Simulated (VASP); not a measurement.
In, 1 atom in the cell. Symmetry: Im-3m, No. 229, cubic system. Conventional cell: a = 3.494 Å, b = 3.494 Å, c = 3.494 Å, α = 90.00°, β = 90.00°, γ = 90.00°. In (site symmetry m-3m) has 14 In at 3.03 to 3.49 Å within 4.0 Å. 

```yaml
Program: VASP 6.6.1
Task: relaxation of cell and atoms
Functional: PBE
Potentials_or_basis: VASP PAW PBE potentials, release 64 (In_d)
Cutoff: 600 eV
k_mesh: 15 × 15 × 15
Occupations: fermi-dirac, width 0.05 eV
Spin: no spin polarisation
Dipole_correction: no
Further_INCAR_settings: ALGO = Normal; EDIFF = 1e-06; IBRION = 2; EDIFFG = -0.005; NSW = 100; ISIF = 3
```

Potentials or basis: VASP PAW PBE potentials, release 64 (In_d).

Run with:

```console
$ cat potpaw_PBE.64/In_d/POTCAR > POTCAR
$ mpirun -np 1 vasp_std > vasp.out
```

Hardware: 1 thread of Intel(R) Xeon(R) Platinum 8559C (Emerald Rapids), with other jobs on the host.

Q: How long does it take, and how much memory?

A: It took 69 s on 1 thread of Intel(R) Xeon(R) Platinum 8559C (Emerald Rapids), with other jobs on the host, peak memory 0.16 GiB. Counts: scf iterations 83, k points 120, ion steps 22.
